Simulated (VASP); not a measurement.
Input of a VASP 6.6.1 run:

File INCAR:

```
SYSTEM = Ag
ALGO     = Normal         ! electronic algorithm
DIPOL    = 0.5 0.5 0.500
EDIFF    = 1E-7           ! SCF threshold, eV
EDIFFG   = -0.02          ! ionic threshold
ENCUT    = 520            ! plane-wave cutoff, eV
GGA      = PS             ! functional
IBRION   = 2              ! ionic algorithm
IDIPOL   = 3            
ISIF     = 2              ! what is computed and relaxed
ISMEAR   = 0              ! smearing method
KPAR     = 2            
LASPH    = .TRUE.         ! aspherical terms in the spheres
LCHARG   = .FALSE.        ! write CHGCAR
LDIPOL   = .TRUE.       
LREAL    = .FALSE.        ! projectors in reciprocal space
LWAVE    = .FALSE.        ! write WAVECAR
NELM     = 80             ! most SCF steps
NSW      = 80             ! ionic steps
PREC     = Accurate       ! precision mode
SIGMA    = 0.1            ! smearing width, eV
```

File KPOINTS:

```
k-points
0
G
  12 12 1
  0 0 0
```

File POSCAR:

```
Ag
1.0
    2.8670626668      0.0000000000      0.0000000000
   -1.4335313334      2.4829491037      0.0000000000
    0.0000000000      0.0000000000     29.0721447768
Ag
7
Direct
    0.6666666667      0.3333333333      0.2579789024
    0.3333333333      0.6666666667      0.3386526016
    0.6666666667      0.3333333333      0.4193263008
    0.3333333333      0.6666666667      0.5000000000
    0.6666666667      0.3333333333      0.5806736992
    0.3333333333      0.6666666667      0.6613473984
    0.6666666667      0.3333333333      0.7420210976
```

Potentials or basis: VASP PAW PBE potentials, release 64 (Ag).

The run is started by

```sh
$ cat potpaw_PBE.64/Ag/POTCAR > POTCAR
$ mpirun -np 2 vasp_std > vasp.out
```

Problem. Estimate the energy gained by relaxing.

Solution. 0.1 meV/atom.

Problem. Estimate the band gap on the k mesh.

Solution. Zero (an odd number of electrons rules out a gap without spin polarisation).

The path:
| step | energy change (eV) | largest force (eV/Å) | pressure (GPa) |
| --- | --- | --- | --- |
| 1 | 0.0000 | 0.0408 | -0.75 |
| 2 | -0.0002 | 0.0247 | -0.74 |
| 3 | -0.0003 | 0.0237 | -0.73 |
| 4 | -0.0004 | 0.0237 | -0.72 |
| 5 | -0.0004 | 0.0237 | -0.72 |
| 6 | -0.0005 | 0.0172 | -0.70 |

Caveat: the PAW data sets were made with another functional, which shifts forces and pressure a little.
